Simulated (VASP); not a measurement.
# C (P6_3/mmc) in VASP: notebook

C is run at these levels: PBEsol; tasks: single point, relaxation of cell and atoms.

Program: VASP 6.6.1. These are calculated values, not measurements. Logs are shortened: lines on timing, memory, paths and dates and some standing lists are left out, and cuts for length are marked.

**1. The cell of the first run**

The structure is hexagonal, space group P6_3/mmc (No. 194). Conventional cell: a = 1.709 Å, b = 1.709 Å, c = 13.516 Å, α = 90.00°, β = 90.00°, γ = 120.00°. C (site symmetry -3m) has 6 C at 1.71 Å within 2.3 Å. C (site symmetry -6m2) has 6 C at 1.71 Å within 2.3 Å.

**2. Single point, PBEsol**

INCAR reads:

```
ALGO = Normal
EDIFF = 1E-6
ENCUT = 520
GGA = PS
ISIF = 2
ISMEAR = -1
LASPH = T
LCHARG = F
LREAL = F
LWAVE = F
NBANDS = 16
NELM = 80
PREC = Accurate
SIGMA = 0.1
```

KPOINTS reads:

```
k-points
0
Gamma
  17 17 5
```

POSCAR reads:

```
C
1.0
    1.7091060720      0.0000000000      0.0000000000
   -0.8545530360      1.4801292761      0.0000000000
    0.0000000000      0.0000000000     13.5156472506
C
4
Direct
    0.0000000000      1.0000000000      1.0000000000
    0.0000000000      1.0000000000      0.5000000000
    0.3333333333      0.6666666667      0.2500000000
    0.6666666667      0.3333333333      0.7500000000
```

Potentials or basis: VASP PAW PBE potentials, release 64 (C).

Run with:

```
> cat potpaw_PBE.64/C/POTCAR > POTCAR
> mpirun -np 1 vasp_std > vasp.out
```

OUTCAR:

```text
EDIFF = 1E-6
   ENCUT = 520
   GGA = PS
   ISIF = 2
   ISMEAR = -1
   LASPH = T
   LREAL = F
   NELM = 80
   PREC = Accurate

 ion  position               nearest neighbor table
   1  0.000  0.000  0.000-
   2  0.000  0.000  0.500-
   3  0.333  0.667  0.250-
   4  0.667  0.333  0.750-

  LATTYP: Found a hexagonal cell.
 ALAT       =     1.7091060720
 C/A-ratio  =     7.9080213171

  Lattice vectors:

 A1 = (   1.7091060720,   0.0000000000,   0.0000000000)
 A2 = (  -0.8545530360,   1.4801292761,   0.0000000000)
 A3 = (   0.0000000000,   0.0000000000,  13.5156472506)

Analysis of symmetry for initial positions (statically):
=====================================================================
 Subroutine PRICEL returns:
 Original cell was already a primitive cell.

 Routine SETGRP: Setting up the symmetry group for a
 hexagonal supercell.

 Subroutine GETGRP returns: Found 24 space group operations
 (whereof 12 operations were pure point group operations)
 out of a pool of 24 trial point group operations.

The static configuration has the point symmetry D_3d.
 The point group associated with its full space group is D_6h.

Analysis of symmetry for dynamics (positions and initial velocities):
=====================================================================
 Subroutine PRICEL returns:
 Original cell was already a primitive cell.

 Routine SETGRP: Setting up the symmetry group for a
 hexagonal supercell.

 Subroutine GETGRP returns: Found 24 space group operations
 (whereof 12 operations were pure point group operations)
 out of a pool of 24 trial point group operations.

The dynamic configuration has the point symmetry D_3d.
 The point group associated with its full space group is D_6h.

 Subroutine INISYM returns: Found 24 space group operations
 (whereof 12 operations are pure point group operations),
 and found     1 'primitive' translations

----------------------------------------------------------------------------------------

                                     Primitive cell

  volume of cell :      34.1905

  direct lattice vectors                    reciprocal lattice vectors
     1.709106072  0.000000000  0.000000000     0.585101192  0.337808331  0.000000000
    -0.854553036  1.480129276  0.000000000     0.000000000  0.675616661  0.000000000
     0.000000000  0.000000000 13.515647251     0.000000000  0.000000000  0.073988318

  length of vectors
     1.709106072  1.709106072 13.515647251     0.675616661  0.675616661  0.073988318

  position of ions in fractional coordinates (direct lattice)
     0.000000000  0.000000000  0.000000000
     0.000000000  0.000000000  0.500000000
     0.333333333  0.666666667  0.250000000
     0.666666667  0.333333333  0.750000000

  ion indices of the primitive-cell ions
   primitive index   ion index
                 1           1
                 2           2
                 3           3
                 4           4

----------------------------------------------------------------------------------------

 KPOINTS: k-points

Automatic generation of k-mesh.
 Grid dimensions read from file:
 generate k-points for:   17   17    5

 Generating k-lattice:

  Cartesian coordinates                     Fractional coordinates (reciprocal lattice)
     0.034417717  0.019871078  0.000000000     0.058823529  0.000000000  0.000000000
     0.000000000  0.039742157  0.000000000     0.000000000  0.058823529  0.000000000
     0.000000000  0.000000000  0.014797664     0.000000000  0.000000000  0.200000000

  Length of vectors
     0.039742157  0.039742157  0.014797664

  Shift w.r.t. Gamma in fractional coordinates (k-lattice)
     0.000000000  0.000000000  0.000000000

 Subroutine IBZKPT returns following result:
 ===========================================

 Found     99 irreducible k-points:

 Following reciprocal coordinates:
            Coordinates               Weight
  0.000000  0.000000  0.000000      1.000000
  0.058824  0.000000  0.000000      6.000000
  0.117647  0.000000  0.000000      6.000000
  0.176471  0.000000  0.000000      6.000000
  0.235294  0.000000  0.000000      6.000000
  0.294118  0.000000  0.000000      6.000000
[... 16 lines left out ...]
  0.411765  0.117647  0.000000     12.000000
  0.176471  0.176471  0.000000      6.000000
 [... further k-points ...]
   k-points           NKPTS =     99   k-points in BZ     NKDIM =     99   number of bands    NBANDS=     16
   number of dos      NEDOS =    301   number of ions     NIONS =      4
   total plane-waves  NPLWV =  21168
   dimension x,y,z NGX =    14 NGY =   14 NGZ =  108
   dimension x,y,z NGXF=    28 NGYF=   28 NGZF=  216
   ions per type =               4
   NGX,Y,Z   is equivalent  to a cutoff of  13.62, 13.62, 13.28 a.u.
   NGXF,Y,Z  is equivalent  to a cutoff of  27.24, 27.24, 26.57 a.u.
 SYSTEM =  unknown system
   PREC   = accura    normal or accurate (medium, high low for compatibility)
   ISTART =      0    job   : 0-new  1-cont  2-samecut
   ICHARG =      2    charge: 1-file 2-atom 10-const
   ISPIN  =      1    spin polarized calculation?
   LNONCOLLINEAR =      F non collinear calculations
   LSORBIT =      F    spin-orbit coupling
   LASPH  =      T    aspherical Exc in radial PAW
   ENCUT  =  520.0 eV  38.22 Ry    6.18 a.u.   3.18  3.18 25.13*2*pi/ulx,y,z
   NELM   =     80;   NELMIN=  2; NELMDL= -5     # of ELM steps
   EDIFF  = 0.1E-05   stopping-criterion for ELM
   LREAL  =      F    real-space projection
   EDIFFG = 0.1E-04   stopping-criterion for IOM
   NSW    =      0    number of steps for IOM
   IBRION =     -1    ionic relax: 0-MD 1-quasi-New 2-CG
   NFREE  =      0    steps in history (QN), initial steepest desc. (CG)
   ISIF   =      2    stress and relaxation
   ISYM   =      2    0-nonsym 1-usesym 2-fastsym
   POTIM  = 0.5000    time-step for ionic-motion
   TEBEG  =    0.0;   TEEND  =   0.0 temperature during run
   PSTRESS=    0.0 pullay stress
   NELECT =      16.0000    total number of electrons
   NUPDOWN=      -1.0000    fix difference up-down
   EMIN   =  10.00;   EMAX   =-10.00  energy-range for DOS
   EFERMI =   0.00;   METHOD = LEGACY
   ISMEAR =    -1;   SIGMA  =   0.10  broadening in eV -4-tet -1-fermi 0-gaus
   EFERMI_NEDOS =   21; number of points for ismear=-14 and -15
   IALGO  =     38    algorithm
   IMIX   =      4    mixing-type and parameters
     AMIX     =   0.40;   BMIX     =  1.00
     AMIX_MAG =   1.60;   BMIX_MAG =  1.00
  volume/ion in A,a.u.               =       8.55        57.68
  Fermi-wavevector in a.u.,A,eV,Ry     =   1.271002  2.401846 21.979487  1.615447
  Thomas-Fermi vector in A             =   2.403959
   LORBIT       =      0    0 simple, 1 ext, 2 COOP (PROOUT), +10 PAW based schemes
   GGA     = PS    functional components
   LHFCALC =     F    Hartree Fock is set to
   AEXX    =    0.0000 exact exchange contribution
   IVDW    =     0    specifies the selected vdW correction
   LEPSILON=     F    determine dielectric tensor
   LRPA    =     F    only Hartree local field effects (RPA)
 non-spin polarized calculation
  energy-cutoff  :      520.00
  volume of cell :       34.19
 maximum number of plane-waves:       944
 NGX is ok and might be reduce to    14
   NGX =  7   NGY =  7   NGZ = 51

 number of electron      16.0000002 magnetization

 Free energy of the ion-electron system (eV)
  ---------------------------------------------------
  ext. energy  EPLUGINS =         0.00000000
  ---------------------------------------------------
  free energy    TOTEN  =       -23.16349331 eV

  energy without entropy =      -23.12648398  energy(sigma->0) =      -23.14498865

 E-fermi :   5.9560     XC(G=0): -11.0219

 val. band max:        5.9062129410   @ k =   0.3529   0.0588   0.2000
 cond. band min:       5.9640772331   @ k =   0.2353   0.2353   0.0000
 fundamental gap:      0.0578642921
 Fermi energy:         5.9560121226

 k-point     1 :       0.0000    0.0000    0.0000
  band No.  band energies     occupation
      1     -15.6262      2.00000
      2     -15.5007      2.00000
      3     -15.5007      2.00000
      4     -15.3680      2.00000
      5      -3.6998      2.00000
      6      -2.8354      2.00000
[... 8 lines left out ...]
     15      22.3930      0.00000
     16      22.3942      0.00000

 k-point     2 :       0.0588    0.0000    0.0000
  band No.  band energies     occupation
      1     -15.4477      2.00000
      2     -15.3235      2.00000
      3     -15.3234      2.00000
      4     -15.1921      2.00000
      5      -3.4816      2.00000
      6      -2.6207      2.00000
[... 8 lines left out ...]
     15      21.7752      0.00000
     16      21.8244      0.00000

 k-point     3 :       0.1176    0.0000    0.0000
  band No.  band energies     occupation
      1     -14.9136      2.00000
      2     -14.7927      2.00000
      3     -14.7926      2.00000
      4     -14.6651      2.00000
      5      -2.8292      2.00000
      6      -1.9792      2.00000
[... 8 lines left out ...]
     15      20.0879      0.00000
     16      20.1850      0.00000

 k-point     4 :       0.1765    0.0000    0.0000
  band No.  band energies     occupation
      1     -14.0273      2.00000
      2     -13.9119      2.00000
      3     -13.9119      2.00000
      4     -13.7905      2.00000
      5      -1.7511      2.00000
      6      -0.9206      2.00000
[... 8 lines left out ...]
     15      17.7330      0.00000
     16      17.7522      0.00000

 k-point     5 :       0.2353    0.0000    0.0000
  band No.  band energies     occupation
      1     -12.7966      2.00000
      2     -12.6890      2.00000
      3     -12.6889      2.00000
      4     -12.5761      2.00000
      5      -0.2648      2.00000
      6       0.5348      2.00000
[... 8 lines left out ...]
     15      16.3087      0.00000
     16      18.8003      0.00000

 k-point     6 :       0.2941    0.0000    0.0000
  band No.  band energies     occupation
      1     -11.2390      2.00000
      2     -11.1412      2.00000
      3     -11.1412      2.00000
      4     -11.0393      2.00000
      5       1.5941      2.00000
      6       2.3446      2.00000
[... 8 lines left out ...]
     15      17.4610      0.00000
     16      17.6610      0.00000

 k-point     7 :       0.3529    0.0000    0.0000
  band No.  band energies     occupation
      1      -9.3958      2.00000
      2      -9.3106      2.00000
      3      -9.3105      2.00000
      4      -9.2223      2.00000
      5       3.7470      2.00000
      6       4.4092      2.00000
[... 8 lines left out ...]
     15      16.7454      0.00000
     16      16.7538      0.00000

 k-point     8 :       0.4118    0.0000    0.0000
  band No.  band energies     occupation
      1      -7.3871      2.00000
      2      -7.3193      2.00000
      3      -7.3193      2.00000
      4      -7.2497      2.00000
      5       3.6128      2.00000
      6       3.6674      2.00000
[... 8 lines left out ...]
     15      16.1020      0.00000
     16      16.1109      0.00000

 k-point     9 :       0.4706    0.0000    0.0000
  band No.  band energies     occupation
      1      -5.6719      2.00000
      2      -5.6357      2.00000
      3      -5.6356      2.00000
      4      -5.5991      2.00000
      5       1.3456      2.00000
      6       1.4098      2.00000
[... 8 lines left out ...]
     15      15.7714      0.00000
     16      15.7808      0.00000
[... 172 lines left out ...]
 k-point    19 :       0.1765    0.1176    0.0000
  band No.  band energies     occupation
      1     -12.2669      2.00000
      2     -12.1623      2.00000
      3     -12.1623      2.00000
      4     -12.0529      2.00000
      5       0.3646      2.00000
      6       1.1499      2.00000
[... 8 lines left out ...]
     15      15.6769      0.00000
     16      16.0202      0.00000

 k-point    20 :       0.2353    0.1176    0.0000
  band No.  band energies     occupation
      1     -10.7076      2.00000
      2     -10.6125      2.00000
      3     -10.6125      2.00000
      4     -10.5135      2.00000
      5       2.2046      2.00000
      6       2.9387      2.00000
[... 8 lines left out ...]
     15      14.6121      0.00000
     16      14.7892      0.00000

 k-point    21 :       0.2941    0.1176    0.0000
  band No.  band energies     occupation
      1      -8.8551      2.00000
      2      -8.7720      2.00000
      3      -8.7719      2.00000
      4      -8.6859      2.00000
      5       4.3272      2.00000
      6       4.9710      1.99989
[... 8 lines left out ...]
     15      13.8148      0.00000
     16      13.8864      0.00000

 k-point    22 :       0.3529    0.1176    0.0000
  band No.  band energies     occupation
      1      -6.8185      2.00000
      2      -6.7518      2.00000
      3      -6.7517      2.00000
      4      -6.6832      2.00000
      5       3.9300      2.00000
      6       3.9800      2.00000
[... 8 lines left out ...]
     15      13.2454      0.00000
     16      13.2754      0.00000

 k-point    23 :       0.4118    0.1176    0.0000
  band No.  band energies     occupation
      1      -5.0410      2.00000
      2      -5.0045      2.00000
      3      -5.0045      2.00000
      4      -4.9677      2.00000
      5       1.5882      2.00000
      6       1.6468      2.00000
[... 8 lines left out ...]
     15      12.9502      0.00000
     16      12.9630      0.00000

 k-point    24 :       0.1765    0.1765    0.0000
  band No.  band energies     occupation
      1     -10.8723      2.00000
      2     -10.7760      2.00000
      3     -10.7759      2.00000
      4     -10.6757      2.00000
      5       2.0066      2.00000
      6       2.7481      2.00000
[... 8 lines left out ...]
     15      12.7419      0.00000
     16      12.7697      0.00000

 [... further k-points ...]
[... 5 lines left out ...]
  --------------------------------------------------------------------------------------
  -------------------------------------------------------------------------------------
  Total        0.0400231      0.0400231     -0.0019963      0.0000000      0.0000000      0.0000000
  in kB        1.8754936      1.8754936     -0.0935484      0.0000000      0.0000000      0.0000000
  external PRESSURE =       1.2191462 kB  Pullay stress =       0.0000000 kB

 VOLUME and BASIS-vectors are now :
 -----------------------------------------------------------------------------
  energy-cutoff  :      520.00
  volume of cell :       34.19
      direct lattice vectors                 reciprocal lattice vectors
     1.709106072  0.000000000  0.000000000     0.585101192  0.337808331  0.000000000
    -0.854553036  1.480129276  0.000000000     0.000000000  0.675616661  0.000000000
     0.000000000  0.000000000 13.515647251     0.000000000  0.000000000  0.073988318

 POSITION                                       TOTAL-FORCE (eV/Angst)
 -----------------------------------------------------------------------------------
      0.00000      0.00000      0.00000        -0.000000      0.000000      0.000000
      0.00000      0.00000      6.75782        -0.000000      0.000000      0.000000
     -0.00000      0.98675      3.37891        -0.000000      0.000000      0.000000
      0.85455      0.49338     10.13674         0.000000     -0.000000     -0.000000
 -----------------------------------------------------------------------------------
    total drift:                                0.000000      0.000000      0.000000

  FREE ENERGIE OF THE ION-ELECTRON SYSTEM (eV)
  ---------------------------------------------------
  free  energy   TOTEN  =       -23.1634933078 eV

  energy  without entropy=      -23.1264839827  energy(sigma->0) =      -23.14498865
```

Wall time 83 s (1 thread of AMD EPYC 7R13, shared host); peak memory 0.14 GiB.

Results:

```yaml
Free_energy: -23.1635 eV
Pressure: 0.1 GPa
Band_gap_on_the_k_mesh: zero (bands 8 and 9 overlap by 1.91 eV)
```

Levels at points of the mesh, in eV from the Fermi level:
```
           k point  band 6  band 7  band 8  band 9  band 10  band 11
(0.00, 0.00, 0.00)   -8.79   -8.79   -7.73    3.08     5.84     5.84
```

Caveat: the PAW data sets were made with another functional, which shifts forces and pressure a little; this functional lacks dispersion, which binds the layers, so the pressure and a relaxed spacing across them are unreliable.

**3. Single point, PBEsol (7.52 Å³/atom)**

This run uses another cell than the first one, of 7.52 Å³/atom.

INCAR reads:

```
SYSTEM = C
PREC = Accurate
ENCUT = 520
EDIFF = 1E-6
ISMEAR = -1
SIGMA = 0.1
LREAL = .FALSE.
LASPH = .TRUE.
NELM = 80
ALGO = Normal
ISIF = 2
LWAVE = .FALSE.
LCHARG = .FALSE.
GGA = PS
NBANDS = 16
```

KPOINTS reads:

```
regular mesh
0
G
  23 23 3
  0 0 0
```

POSCAR reads:

```
C
1.0
    1.6378089542      0.0000000000      0.0000000000
   -0.8189044771      1.4183841609      0.0000000000
    0.0000000000      0.0000000000     12.9518281235
C
4
Direct
    0.0000000000      1.0000000000      1.0000000000
    0.0000000000      1.0000000000      0.5000000000
    0.3333333333      0.6666666667      0.2500000000
    0.6666666667      0.3333333333      0.7500000000
```

Potentials or basis: VASP PAW PBE potentials, release 64 (C).

Run with:

```
> cat potpaw_PBE.64/C/POTCAR > POTCAR
> mpirun -np 1 vasp_std > vasp.out
```

Wall time 57 s (1 thread of AMD EPYC 7R13, shared host); peak memory 0.13 GiB.

The run converged. Its results:

| Property | Result |
| --- | --- |
| Free energy | -22.8617 eV |
| Pressure | 27.4 GPa |
| Band gap on the k mesh | zero (bands 8 and 9 overlap by 1.52 eV) |

Stress tensor (GPa, compression positive):
```
41.46  0.00  0.00
 0.00 41.46  0.00
 0.00  0.00 -0.61
```

Levels at points of the mesh, in eV from the Fermi level:
```csv
k point,band 6,band 7,band 8,band 9,band 10,band 11
"(0.00, 0.00, 0.00)",-10.15,-10.15,-8.91,2.50,5.60,5.60
```

Caveat: the cell stands under pressure; the PAW data sets were made with another functional, which shifts forces and pressure a little.

**4. Single point, PBEsol (8.21 Å³/atom)**

This run uses another cell than the first one, of 8.21 Å³/atom.

INCAR reads:

```
ALGO = Normal
EDIFF = 1E-7
ENCUT = 520
GGA = PS
ISIF = 2
ISMEAR = -1
LASPH = T
LCHARG = T
LELF = T
LREAL = F
LVHAR = T
LWAVE = F
NBANDS = 16
NELM = 80
PREC = Accurate
SIGMA = 0.1
```

KPOINTS reads:

```
k-points
0
Gamma
  23 23 3
```

POSCAR reads:

```
C
1.0
    1.6860072124      0.0000000000      0.0000000000
   -0.8430036062      1.4601250769      0.0000000000
    0.0000000000      0.0000000000     13.3329809767
C
4
Direct
    0.0000000000      1.0000000000      1.0000000000
    0.0000000000      1.0000000000      0.5000000000
    0.3333333333      0.6666666667      0.2500000000
    0.6666666667      0.3333333333      0.7500000000
```

Run with:

```
> cat potpaw_PBE.64/C/POTCAR > POTCAR
> mpirun -np 1 vasp_std > vasp.out
```

Wall time 95 s (1 thread of AMD EPYC 7R13, shared host); peak memory 0.14 GiB.

The run converged. Its results:

- Free energy: -23.1358 eV
- Pressure: 6.3 GPa
- Band gap on the k mesh: zero (bands 8 and 9 overlap by 1.53 eV)

Stress tensor (GPa, compression positive):
```
 9.84  0.00  0.00
 0.00  9.84  0.00
 0.00  0.00 -0.88
```

Levels at points of the mesh, in eV from the Fermi level:
| k point | band 4 | band 5 | band 6 | band 7 | band 8 | band 9 | band 10 | band 11 | band 12 | band 13 |
| --- | --- | --- | --- | --- | --- | --- | --- | --- | --- | --- |
| (0.00, 0.00, 0.00) | -21.94 | -10.18 | -9.27 | -9.27 | -8.16 | 2.86 | 5.72 | 5.72 | 9.97 | 16.67 |

Caveat: the cell stands under pressure; the PAW data sets were made with another functional, which shifts forces and pressure a little; this functional lacks dispersion, which binds the layers, so the pressure and a relaxed spacing across them are unreliable.

[end of part 1 of 2]
